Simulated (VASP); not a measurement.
# HfH2 (I4/mmm) in VASP: a series of runs, part 3 of 3

VASP 6.6.1. Earlier steps stand in the parts before.

**6. Electric field gradients, LDA**

This run uses another cell than the first one, of 8.79 Å³/atom.

The input, INCAR:

```
ALGO = Normal ; EDIFF = 1E-8
ENCUT = 520 ; ISIF = 2
ISMEAR = -1 ; LASPH = T
LCHARG = F ; LEFG = T
LREAL = F ; LWAVE = F
NBANDS = 13 ; NELM = 80
PREC = Accurate ; SIGMA = 0.03
```

The input, KPOINTS:

```
k-points
0
Gamma
  12 12 12
```

The input, POSCAR:

```
HfH2
1.0
   -1.7390000000      1.7390000000      2.1805000000
    1.7390000000     -1.7390000000      2.1805000000
    1.7390000000      1.7390000000     -2.1805000000
Hf H
1 2
Direct
    0.0000000000      0.0000000000      0.0000000000
    0.7500000000      0.2500000000      0.5000000000
    0.2500000000      0.7500000000      0.5000000000
```

Potentials or basis: VASP PAW LDA potentials, release 64 (Hf_pv, H).

Started as:

```
> cat potpaw_LDA.64/Hf_pv/POTCAR potpaw_LDA.64/H/POTCAR > POTCAR
> mpirun -np 1 vasp_std > vasp.out
```

OUTCAR:

```text
EDIFF = 1E-8
   ENCUT = 520
   ISIF = 2
   ISMEAR = -1
   LASPH = T
   LREAL = F
   NELM = 80
   PREC = Accurate

 ion  position               nearest neighbor table
   1  0.000  0.000  0.000-   2 2.05   3 2.05   2 2.05   3 2.05   2 2.05   3 2.05   2 2.05   3 2.05

   2  0.750  0.250  0.500-   1 2.05   1 2.05   1 2.05   1 2.05
   3  0.250  0.750  0.500-   1 2.05   1 2.05   1 2.05   1 2.05

  LATTYP: Found a body centered tetragonal cell.
 ALAT       =     3.4780000000
 C/A-ratio  =     1.2538815411

  Lattice vectors:

 A1 = (  -1.7390000000,   1.7390000000,   2.1805000000)
 A2 = (   1.7390000000,  -1.7390000000,   2.1805000000)
 A3 = (   1.7390000000,   1.7390000000,  -2.1805000000)

Analysis of symmetry for initial positions (statically):
=====================================================================
 Subroutine PRICEL returns:
 Original cell was already a primitive cell.

 Routine SETGRP: Setting up the symmetry group for a
 body centered tetragonal supercell.

 Subroutine GETGRP returns: Found 16 space group operations
 (whereof 16 operations were pure point group operations)
 out of a pool of 16 trial point group operations.

The static configuration has the point symmetry D_4h.

Analysis of symmetry for dynamics (positions and initial velocities):
=====================================================================
 Subroutine PRICEL returns:
 Original cell was already a primitive cell.

 Routine SETGRP: Setting up the symmetry group for a
 body centered tetragonal supercell.

 Subroutine GETGRP returns: Found 16 space group operations
 (whereof 16 operations were pure point group operations)
 out of a pool of 16 trial point group operations.

The dynamic configuration has the point symmetry D_4h.

 Subroutine INISYM returns: Found 16 space group operations
 (whereof 16 operations are pure point group operations),
 and found     1 'primitive' translations

----------------------------------------------------------------------------------------

                                     Primitive cell

  volume of cell :      26.3764

  direct lattice vectors                    reciprocal lattice vectors
    -1.739000000  1.739000000  2.180500000     0.000000000  0.287521564  0.229305205
     1.739000000 -1.739000000  2.180500000     0.287521564  0.000000000  0.229305205
     1.739000000  1.739000000 -2.180500000     0.287521564  0.287521564  0.000000000

  length of vectors
     3.286764709  3.286764709  3.286764709     0.367762868  0.367762868  0.406616895

  position of ions in fractional coordinates (direct lattice)
     0.000000000  0.000000000  0.000000000
     0.750000000  0.250000000  0.500000000
     0.250000000  0.750000000  0.500000000

  ion indices of the primitive-cell ions
   primitive index   ion index
                 1           1
                 2           2
                 3           3

----------------------------------------------------------------------------------------

 KPOINTS: k-points
[... 90 lines left out ...]
  Fermi-wavevector in a.u.,A,eV,Ry     =   1.259109  2.379372 21.570088  1.585357
  Thomas-Fermi vector in A             =   2.392686
   LORBIT       =      0    0 simple, 1 ext, 2 COOP (PROOUT), +10 PAW based schemes
   GGA     = CA    functional components
   LHFCALC =     F    Hartree Fock is set to
   AEXX    =    0.0000 exact exchange contribution
   IVDW    =     0    specifies the selected vdW correction
   LEPSILON=     F    determine dielectric tensor
   LRPA    =     F    only Hartree local field effects (RPA)
 non-spin polarized calculation
  energy-cutoff  :      520.00
  volume of cell :       26.38
 maximum number of plane-waves:       740
   NGX = 13   NGY = 13   NGZ = 13

 number of electron      12.0000000 magnetization

 Free energy of the ion-electron system (eV)
  ---------------------------------------------------
  ext. energy  EPLUGINS =         0.00000000
  ---------------------------------------------------
  free energy    TOTEN  =       -19.45577353 eV

  energy without entropy =      -19.45385834  energy(sigma->0) =      -19.45481594

 E-fermi :   5.1971     XC(G=0): -11.6050

 val. band max:        5.1911009233   @ k =  -0.0833   0.3333   0.0833
 cond. band min:       5.2073488440   @ k =  -0.2500  -0.2500   0.1667
 fundamental gap:      0.0162479208
 Fermi energy:         5.1970749155

 k-point     1 :       0.0000    0.0000    0.0000
  band No.  band energies     occupation
      1     -25.5810      2.00000
      2     -25.5810      2.00000
      3     -25.5241      2.00000
      4      -5.9462      2.00000
      5       4.0695      2.00000
      6       4.7152      2.00000
      7       4.7152      2.00000
      8       5.4855      0.00013
      9       7.0285      0.00000
     10       8.3510      0.00000
     11      16.7135      0.00000
     12      16.8018      0.00000
     13      17.1239      0.00000
[... 354 lines left out ...]
  band No.  band energies     occupation
      1     -26.0205      2.00000
      2     -25.7161      2.00000
      3     -25.6264      2.00000
      4      -2.9523      2.00000
      5      -0.2283      2.00000
      6       3.8716      2.00000
      7       6.1406      0.00000
      8       8.1403      0.00000
      9       9.1885      0.00000
     10      11.6660      0.00000
     11      12.8125      0.00000
     12      14.6853      0.00000
     13      16.7633      0.00000

 [... further k-points ...]

------------------------ aborting loop because EDIFF is reached ----------------------------------------

  FORCE on cell =-STRESS in cart. coord.  units (eV):
  Direction    XX          YY          ZZ          XY          YZ          ZX
  --------------------------------------------------------------------------------------
  -------------------------------------------------------------------------------------
  Total       -1.3457234     -1.3457234     -1.5182466      0.0000000      0.0000000      0.0000000
  in kB      -81.7431067    -81.7431067    -92.2226612      0.0000000      0.0000000      0.0000000
  external PRESSURE =     -85.2362915 kB  Pullay stress =       0.0000000 kB

 VOLUME and BASIS-vectors are now :
 -----------------------------------------------------------------------------
  energy-cutoff  :      520.00
  volume of cell :       26.38
      direct lattice vectors                 reciprocal lattice vectors
    -1.739000000  1.739000000  2.180500000     0.000000000  0.287521564  0.229305205
     1.739000000 -1.739000000  2.180500000     0.287521564  0.000000000  0.229305205
     1.739000000  1.739000000 -2.180500000     0.287521564  0.287521564  0.000000000

 POSITION                                       TOTAL-FORCE (eV/Angst)
 -----------------------------------------------------------------------------------
      0.00000      0.00000      0.00000         0.000000      0.000000      0.000000
     -0.00000      1.73900      1.09025        -0.000000     -0.000000      0.000000
      1.73900     -0.00000      1.09025         0.000000      0.000000     -0.000000
 -----------------------------------------------------------------------------------
    total drift:                                0.000000      0.000000      0.000000

  FREE ENERGIE OF THE ION-ELECTRON SYSTEM (eV)
  ---------------------------------------------------
  free  energy   TOTEN  =       -19.4557735285 eV

  energy  without entropy=      -19.4538583430  energy(sigma->0) =      -19.45481594

 Electric field gradients (V/A^2)
---------------------------------------------------------------------
 ion       V_xx      V_yy      V_zz      V_xy      V_xz      V_yz
---------------------------------------------------------------------
   1      13.195    13.195   -26.391     0.001     0.000     0.000
   2       0.053     0.053    -0.105     0.002     0.001     0.001
   3       0.053     0.053    -0.105     0.002     0.001     0.001
---------------------------------------------------------------------

 Electric field gradients after diagonalization (V/A^2)
 (convention: |V_zz| > |V_xx| > |V_yy|)
----------------------------------------------------------------------
 ion       V_xx      V_yy      V_zz     asymmetry (V_yy - V_xx)/ V_zz
----------------------------------------------------------------------
   1      13.196    13.195   -26.391       0.000
   2       0.054     0.051    -0.105       0.031
   3       0.054     0.051    -0.105       0.031
----------------------------------------------------------------------

           NMR quadrupolar parameters

 Cq : quadrupolar parameter    Cq=e*Q*V_zz/h
 eta: asymmetry parameters     (V_yy - V_xx)/ V_zz
 Q  : nuclear electric quadrupole moment in mb (millibarn)
----------------------------------------------------------------------
 ion       Cq(MHz)       eta       Q (mb)
----------------------------------------------------------------------
   1      -0.064       0.000       1.000
   2      -0.000       0.031       1.000
   3      -0.000       0.031       1.000
----------------------------------------------------------------------
```

OSZICAR:

```text
N       E                     dE             d eps       ncg     rms          rms(c)
DAV:   1     0.141786719833E+02    0.14179E+02   -0.64106E+03  4254   0.853E+02
DAV:   2    -0.198366876315E+02   -0.34015E+02   -0.32794E+02  5120   0.179E+02
DAV:   3    -0.206608881469E+02   -0.82420E+00   -0.82059E+00  5401   0.195E+01
DAV:   4    -0.206642589556E+02   -0.33708E-02   -0.33703E-02  4726   0.152E+00
DAV:   5    -0.206642797388E+02   -0.20783E-04   -0.20783E-04  5375   0.103E-01    0.475E+01
DAV:   6    -0.196834339277E+02    0.98085E+00   -0.63381E-01  4598   0.615E+00    0.301E+01
DAV:   7    -0.194976017312E+02    0.18583E+00   -0.84951E-01  4743   0.685E+00    0.524E+00
DAV:   8    -0.194581251249E+02    0.39477E-01   -0.16231E-01  4543   0.319E+00    0.209E+00
DAV:   9    -0.194558565476E+02    0.22686E-02   -0.94570E-03  5043   0.771E-01    0.572E-01
DAV:  10    -0.194557779981E+02    0.78549E-04   -0.12493E-03  5148   0.248E-01    0.203E-01
DAV:  11    -0.194557751943E+02    0.28038E-05   -0.23118E-05  5039   0.392E-02    0.922E-02
DAV:  12    -0.194557742435E+02    0.95084E-06   -0.10866E-06  5081   0.789E-03    0.448E-02
DAV:  13    -0.194557735225E+02    0.72101E-06   -0.17648E-06  4818   0.103E-02    0.871E-04
DAV:  14    -0.194557735285E+02   -0.60058E-08   -0.58284E-08  5190   0.204E-03
   1 F= -.19455774E+02 E0= -.19454816E+02  d E =-.191519E-02
```

stdout:

```text
POSCAR found type information on POSCAR HfH
 POSCAR found :  2 types and       3 ions
 scaLAPACK will be used
 LDA part: xc-table for (Slater(with rela. corr.)+CA(PZ))
 , standard interpolation
 POSCAR, INCAR and KPOINTS ok, starting setup
 FFT: planning ... GRIDC
 FFT: planning ... GRID_SOFT
 FFT: planning ... GRID
 WAVECAR not read
 entering main loop
ion   1

ion   2

ion   3
```

Run time: 66 s. Hardware: 1 thread of Intel Xeon 8259CL, shared host; peak memory 0.17 GiB.

What came out:

```yaml
Free_energy: -19.4558 eV
Pressure: -8.5 GPa
Band_gap_on_the_k_mesh: zero (bands 6 and 7 overlap by 1.07 eV)
Largest_electric_field_gradient_by_atom: Hf -26.4; H -0.1 V/Å²
```

Stress tensor (GPa, compression positive):
```
-8.17  0.00  0.00
 0.00 -8.17  0.00
 0.00  0.00 -9.22
```

Levels at points of the mesh, in eV from the Fermi level:
```tsv
k point	band 4	band 5	band 6	band 7	band 8	band 9
(0.00, 0.00, 0.00)	-11.14	-1.13	-0.48	-0.48	0.29	1.83
(0.50, 0.00, 0.00)	-8.28	-5.03	-0.81	0.54	3.74	4.70
(0.50, 0.50, 0.00)	-6.53	-5.58	-4.07	3.87	4.11	5.22
(0.50, 0.50, 0.50)	-7.59	-4.18	-3.76	4.53	4.64	4.64
```

Electric field gradients, principal values (V/Å²):
| atom | least | middle | greatest (by size) |
| --- | --- | --- | --- |
| 1 Hf | 13.195 | 13.196 | -26.391 |
| 2 H | 0.051 | 0.054 | -0.105 |
| 3 H | 0.051 | 0.054 | -0.105 |

Caveat: the cell stands under tension; without QUAD_EFG the Cq values of the log hold for a quadrupole moment of 1 mb, not for the nuclei; spin-orbit coupling is left out, which moves the levels of the heavy elements.

**7. The runs side by side**

| cell | gap on the mesh (eV) | pressure (GPa) |
| --- | --- | --- |
| a = 3.250 Å, angles 116.8, 116.8, 95.7°, 3 atoms | none | -2.5 |
| a = 3.324 Å, angles 115.5, 115.5, 98.0°, 3 atoms | none | -13.5 |
| a = 3.287 Å, angles 116.1, 116.1, 96.9°, 3 atoms | none | -8.5 |

Alike in all rows: task electric field gradients; level LDA; potentials or basis VASP PAW LDA potentials, release 64 (Hf_pv, H); no spin polarisation; k mesh 12 × 12 × 12; cutoff (eV) 520; smearing fermi-dirac 0.03 eV.

Caveats: spin-orbit coupling is left out, which moves the levels of the heavy elements; the cell stands under tension (at least some runs).

Absolute energies hang on the potentials; compare differences alone.
